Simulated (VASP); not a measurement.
A run of VASP 6.6.1:

Contents of POSCAR:

```
Al
1.0
    0.0000000000      2.0073810000      2.0073810000
    2.0073810000      0.0000000000      2.0073810000
    2.0073810000      2.0073810000      0.0000000000
Al
1
Direct
    0.0000000000      0.0000000000      0.0000000000
```

INCAR.step1

```
SYSTEM = Al
PREC     = Accurate       ! precision mode
ENCUT    = 520            ! plane-wave cutoff, eV
EDIFF    = 1E-5           ! SCF threshold, eV
ISMEAR   = -1             ! smearing method
SIGMA    = 0.05           ! smearing width, eV
LREAL    = .FALSE.        ! projectors in reciprocal space
LASPH    = .TRUE.         ! aspherical terms in the spheres
NELM     = 80             ! most SCF steps
ALGO     = Normal         ! electronic algorithm
ISIF     = 2              ! what is computed and relaxed
LWAVE    = .TRUE.         ! write WAVECAR
LCHARG   = .FALSE.        ! write CHGCAR
GGA      = PE             ! functional
NBANDS   = 8              ! bands
```

The input INCAR.step2:

```
SYSTEM = Al
PREC     = Accurate       ! precision mode
ENCUT    = 520            ! plane-wave cutoff, eV
EDIFF    = 1E-6           ! SCF threshold, eV
ISMEAR   = -1             ! smearing method
SIGMA    = 0.05           ! smearing width, eV
LREAL    = .FALSE.        ! projectors in reciprocal space
LASPH    = .TRUE.         ! aspherical terms in the spheres
NELM     = 80             ! most SCF steps
ALGO     = Normal         ! electronic algorithm
ISIF     = 2              ! what is computed and relaxed
LWAVE    = .FALSE.        ! write WAVECAR
LCHARG   = .FALSE.        ! write CHGCAR
GGA      = PE             ! functional
LHFCALC  = .TRUE.         ! exact exchange
HFSCREEN = 0.2079         ! screening, 1/A
PRECFOCK = Normal       
ISTART   = 1            
NBANDS   = 8              ! bands
```

The input KPOINTS:

```
Automatic mesh
0
G
  11 11 11
  0 0 0
```

Potentials or basis: VASP PAW PBE potentials, release 64 (Al).

Run with:

```console
$ cat potpaw_PBE.64/Al/POTCAR > POTCAR
$ cp INCAR.step1 INCAR
$ mpirun -np 1 vasp_std > vasp.out
$ cp INCAR.step2 INCAR
$ mpirun -np 1 vasp_std > vasp.out
```

Hardware: 1 thread of AMD EPYC 9R45 96-Core Processor (Zen 5) (shared host).

Question: How long does it take, and how much memory?

Answer: Run time: 18 min on 1 thread of AMD EPYC 9R45 96-Core Processor (Zen 5), on a shared host, peak memory 0.24 GiB. Counts: k points 56.
